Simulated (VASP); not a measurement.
C, 24 atoms in the cell. The cell holds a slab with vacuum, 24 atoms: a = 4.931 Å, b = 7.223 Å, c = 23.736 Å, α = 90.00°, β = 90.00°, γ = 109.96°. 

| Item | Value |
| --- | --- |
| Program | VASP 6.6.1 |
| Task | single point |
| Functional | PBE |
| Dispersion | D3(BJ) |
| Potentials or basis | VASP PAW PBE potentials, release 64 (C) |
| Cutoff | 520 eV |
| k mesh | 6 × 4 × 1 |
| Occupations | gaussian, width 0.05 eV |
| Spin | no spin polarisation |
| Dipole correction | yes |
| Further INCAR settings | LREAL = Auto; ALGO = Normal; EDIFF = 1e-07; NBANDS = 66; ISYM = 0 |

Potentials or basis: VASP PAW PBE potentials, release 64 (C).

Launch:

```sh
$ cat potpaw_PBE.64/C/POTCAR > POTCAR
$ mpirun -np 1 vasp_std > vasp.out
```

Hardware: 1 thread of AMD EPYC 9R45 96-Core Processor (Zen 5), on a shared host.

**Question.** Estimate the wall time of this run.

**Answer.** Run time: 18 min on 1 thread of AMD EPYC 9R45 96-Core Processor (Zen 5) (shared host), peak memory 1 GiB. Counts: scf iterations 34, k points 14.
